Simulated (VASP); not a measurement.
Here is a VASP 6.6.1 calculation.

The input INCAR:

```
PREC = Accurate
ENCUT = 520
EDIFF = 1E-6
ISMEAR = -1
SIGMA = 0.08
LREAL = F
LASPH = T
NELM = 60
ALGO = Normal
ISIF = 2
LWAVE = F
LCHARG = T
GGA = PE
LELF = T
LVHAR = T
NBANDS = 11
```

File KPOINTS:

```
Automatic mesh
0
Gamma
  16 16 15
```

Contents of POSCAR:

```
Pd
1.0
    2.6907085045      0.0000000000      0.0000000000
   -1.3453542523      2.3302219191      0.0000000000
    0.0000000000      0.0000000000      2.6361688659
Pd
1
Direct
    0.0000000000      0.0000000000      0.0000000000
```

Potentials or basis: VASP PAW PBE potentials, release 64 (Pd).

Command:

```sh
$ cat potpaw_PBE.64/Pd/POTCAR > POTCAR
$ mpirun -np 1 vasp_std > vasp.out
```

(1) Estimate the band gap on the k mesh.

(2) Estimate the pressure.

Answers

(1) zero (bands 5 and 6 overlap by 1.81 eV).

(2) 0.4 GPa.
